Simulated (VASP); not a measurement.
Input of a VASP 6.6.1 run:

File INCAR:

```
SYSTEM = ZnS
  PREC = Accurate
  ENCUT = 520
  EDIFF = 1E-6
  ISMEAR = 0
  SIGMA = 0.01
  LREAL = .FALSE.
  LASPH = .TRUE.
  NELM = 80
  ALGO = Normal
  ISIF = 2
  LWAVE = .FALSE.
  LCHARG = .FALSE.
  NBANDS = 16
```

File KPOINTS:

```
regular mesh
0
G
  8 8 8
  0 0 0
```

Contents of POSCAR:

```
ZnS
1.0
    0.0000000000      2.6940955616      2.6940955616
    2.6940955616      0.0000000000      2.6940955616
    2.6940955616      2.6940955616      0.0000000000
Zn S
1 1
Direct
    0.2500000000      0.2500000000      0.2500000000
    0.0000000000      0.0000000000      0.0000000000
```

Potentials or basis: VASP PAW LDA potentials, release 64 (Zn, S).

The run is started by

```sh
$ cat potpaw_LDA.64/Zn/POTCAR potpaw_LDA.64/S/POTCAR > POTCAR
$ mpirun -np 1 vasp_std > vasp.out
```

Problem. What does it give for the band gap on the k mesh?

Solution. 1.93 eV.

Problem. Predict the pressure.

Solution. -3.8 GPa.

Caveat: the cell stands under tension.
